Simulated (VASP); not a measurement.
Wanted: the native input for a VASP 6.6.1 run.

| Property | Result |
| --- | --- |
| Task | single point |
| Functional | LDA |
| Potentials or basis | VASP PAW LDA potentials, release 64 (Mg) |
| Cutoff | 520 eV |
| k mesh | 12 × 12 × 12 |
| Occupations | fermi-dirac, width 0.08 eV |
| Spin | no spin polarisation |
| Dipole correction | no |
| Further INCAR settings | ALGO = Normal; EDIFF = 1e-06; NBANDS = 9 |

The structure of Mg lies in POSCAR:

```
Mg
1.0
    0.0000000000      2.7434716091      2.7434716091
    2.7434716091      0.0000000000      2.7434716091
    2.7434716091      2.7434716091      0.0000000000
Mg
2
Direct
   -0.1250000000     -0.1250000000     -0.1250000000
    0.1250000000      0.1250000000      0.1250000000
```

This isn't the form of Mg at room conditions, which is hcp.

The input as run:

INCAR

```
SYSTEM = Mg
PREC     = Accurate       ! precision mode
ENCUT    = 520            ! plane-wave cutoff, eV
EDIFF    = 1E-6           ! SCF threshold, eV
ISMEAR   = -1             ! smearing method
SIGMA    = 0.08           ! smearing width, eV
LREAL    = .FALSE.        ! projectors in reciprocal space
LASPH    = .TRUE.         ! aspherical terms in the spheres
NELM     = 100            ! most SCF steps
ALGO     = Normal         ! electronic algorithm
ISIF     = 2              ! what is computed and relaxed
LWAVE    = .FALSE.        ! write WAVECAR
LCHARG   = .FALSE.        ! write CHGCAR
GGA      = CA             ! functional
NBANDS   = 9              ! bands
```

KPOINTS

```
regular mesh
0
G
  12 12 12
  0 0 0
```

Potentials or basis: VASP PAW LDA potentials, release 64 (Mg).

Command:

```console
$ cat potpaw_LDA.64/Mg/POTCAR > POTCAR
$ mpirun -np 1 vasp_std > vasp.out
```

Results of the run:

The pressure is 23.3 GPa and the band gap on the k mesh is zero (bands 2 and 3 overlap by 6.54 eV).

Caveat: the cell stands under pressure.

Run time: 16 s on 1 thread of AMD EPYC 7R43 64-Core Processor (Zen 3) (shared host), peak memory 0.12 GiB.
